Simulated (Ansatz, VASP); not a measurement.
## One calculation of AlN, two programs

Contents of POSCAR:

```
AlN
1.0
    3.1041845283     -0.0248124082      0.0298847953
   -1.5735804400      2.7207912357     -0.0087609448
    0.0478194818      0.0114212729      5.0256071968
Al N
2 2
Direct
    0.3640855701      0.6639774920     -0.0142188378
    0.6897930255      0.3396451719      0.5019518015
    0.3262765779      0.6654299239      0.4132688771
    0.6198448265      0.3309474123      0.8689981592
```

Contents of INCAR.step1:

```
PREC     = Accurate       # precision mode
ENCUT    = 520            # plane-wave cutoff, eV
ISMEAR   = 0              # smearing method
SIGMA    = 0.05           # smearing width, eV
LREAL    = False          # projectors in reciprocal space
LASPH    = True           # aspherical terms in the spheres
NELM     = 60             # most SCF steps
NBANDS   = 16             # bands
GGA      = PE             # functional
ALGO     = Normal         # electronic algorithm
EDIFF    = 1E-4           # SCF threshold, eV
LWAVE    = True           # write WAVECAR
LCHARG   = False          # write CHGCAR
```

INCAR.step2

```
PREC     = Accurate       # precision mode
ENCUT    = 520            # plane-wave cutoff, eV
EDIFF    = 1E-6           # SCF threshold, eV
ISMEAR   = 0              # smearing method
SIGMA    = 0.05           # smearing width, eV
LREAL    = False          # projectors in reciprocal space
LASPH    = True           # aspherical terms in the spheres
NELM     = 60             # most SCF steps
ALGO     = Normal         # electronic algorithm
ISIF     = 2              # what is computed and relaxed
LWAVE    = False          # write WAVECAR
LCHARG   = True           # write CHGCAR
METAGGA  = R2SCAN         # meta-GGA
LMIXTAU  = True         
LELF     = True           # ELF
LVHAR    = True         
NBANDS   = 16             # bands
ISTART   = 1
```

File KPOINTS:

```
regular mesh
0
Gamma
  12 12 6
```

Input for Ansatz:

```yaml
crystal:
  lattice:
    - [3.1041845283, -0.0248124082, 0.0298847953]
    - [-1.57358044, 2.7207912357, -0.0087609448]
    - [0.0478194818, 0.0114212729, 5.0256071968]
  atoms:
    - { symbol: Al, position: [0.3640855701, 0.663977492, -0.0142188378] }
    - { symbol: Al, position: [0.6897930255, 0.3396451719, 0.5019518015] }
    - { symbol: "N", position: [0.3262765779, 0.6654299239, 0.4132688771] }
    - { symbol: "N", position: [0.6198448265, 0.3309474123, 0.8689981592] }
basis:
  ecutwfc: 500
kpoints:
  mp_grid: { grid: [12, 12, 6] }
hamiltonian:
  xc: r2scan
scf:
  occupations: { method: gaussian, width: 0.05 }
output:
  forces: true
  stress: true
  eigenvalues: true
```

Change from the starting cell: all atoms moved at random (sigma 0.15 Å a component), cell strained at random (sigma 0.01).

Alike in both runs: task single point; functional r2SCAN; k mesh 12 × 12 × 6; occupations gaussian, width 0.05 eV; no spin polarisation.

|  | VASP | Ansatz |
| --- | --- | --- |
| version | VASP 6.6.1 | Ansatz 0.2.0 |
| potentials or method | VASP PAW PBE potentials, release 64 (Al, N), cutoff 520 eV | scalar-relativistic, plane waves, PAW |
| valence electrons in the cell | 16 | 16 |

VASP gave:

```
gap on the k mesh at the Fermi level (eV)                     : 4.29
least direct gap on the mesh (eV)                             : 4.29
pressure (GPa)                                                : 4.7
traceless stress, the component that is largest in VASP (GPa) : -9.93
rms of the force components (eV/Å)                            : 2.271
```

Question: Which values does Ansatz return?

Answer: gap on the k mesh at the Fermi level (eV): 4.26; least direct gap on the mesh (eV): 4.26; pressure (GPa): 4.9; traceless stress, the component that is largest in VASP (GPa): -9.74; rms of the force components (eV/Å): 2.239.

VASP's potentials were made for PBE, not for r2SCAN. Atom by atom the forces differ by 0.033 eV/Å (rms over components). With one functional, cell and mesh, what is left measures potentials, basis and numerics.
